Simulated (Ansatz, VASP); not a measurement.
# One calculation of InBiO2, two programs

```
CELL_PARAMETERS angstrom
1.69452 0.97833 6.98222
-1.69452 0.97833 6.98222
0.00000 -1.95666 6.98222
ATOMIC_POSITIONS crystal
In 0.50000 0.50000 0.50000
Bi 0.00000 0.00000 0.00000
O 0.88524 0.88524 0.88524
O 0.11476 0.11476 0.11476
```

Alike in both runs: functional PBE; k mesh 5 × 5 × 5; occupations gaussian, width 0.15 eV; no spin polarisation.

Ansatz relaxed the structure, and its values are those at the end. VASP's run is a single point on that final structure, the one shown.

```csv
,VASP,Ansatz
version,VASP 6.6.1,Ansatz 0.2.0
potentials or method,"VASP PAW PBE potentials, release 64 (In_d, Bi_d, O), cutoff 520 eV","scalar-relativistic, plane waves, PAW"
valence electrons in the cell,40,40
```

|  | VASP | Ansatz | Ansatz less VASP |
| --- | --- | --- | --- |
| gap on the k mesh at the Fermi level (eV) | none | none | - |
| pressure (GPa) | -0.1 | -0.2 | -0.15 |
| rms of the force components (eV/Å) | 0.016 | 0.006 | -0.0099 |

A gap of «none» marks a metal or a gap that the smearing closes.

The k mesh is coarse, so the values compare programs but aren't converged. Spin-orbit coupling is off throughout.
